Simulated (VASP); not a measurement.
## Hg: single point with PBE

Crystal: Hg.

```
Hg
1.0
     4.74478    0.00000    0.00000
     0.00000    4.74478    0.00000
     0.00000    0.00000    4.74478
Hg
3
Cartesian
  2.3724 0.0000 0.0000
  0.0000 2.3724 0.0000
  0.0000 0.0000 2.3724
```

| Item | Value |
| --- | --- |
| Program | VASP 6.6.1 |
| Task | single point |
| Functional | PBE |
| Potentials or basis | VASP PAW PBE potentials, release 64 (Hg) |
| Cutoff | 520 eV |
| k mesh | 10 × 10 × 10 |
| Occupations | gaussian, width 0.1 eV |
| Spin | no spin polarisation |

* Pressure: 0.1 GPa
* Band gap on the k mesh: zero (band 18 reaches 0.54 eV, above the bottom of band 19 at -0.53 eV)

Levels at points of the mesh, in eV from the Fermi level:
```
           k point  band 15  band 16  band 17  band 18  band 19  band 20  band 21  band 22
(0.00, 0.00, 0.00)    -5.49    -5.49     0.05     0.05     1.35     1.35     1.35     6.16
(0.50, 0.00, 0.00)    -5.49    -5.21    -4.24     0.19     2.99     2.99     4.72     4.92
(0.50, 0.50, 0.00)    -5.94    -3.88    -2.96    -2.96     0.20     4.13     5.39     5.39
(0.50, 0.50, 0.50)    -5.60    -1.90    -1.90    -1.90    -0.88     0.60     0.60     0.60
```

Run time: 62 s on 1 thread of Intel(R) Xeon(R) Platinum 8259CL CPU @ 2.50GHz (Skylake/Cascade Lake), with other jobs on the host, peak memory 0.27 GiB.

Caveat: spin-orbit coupling is left out, which moves the levels of the heavy elements.
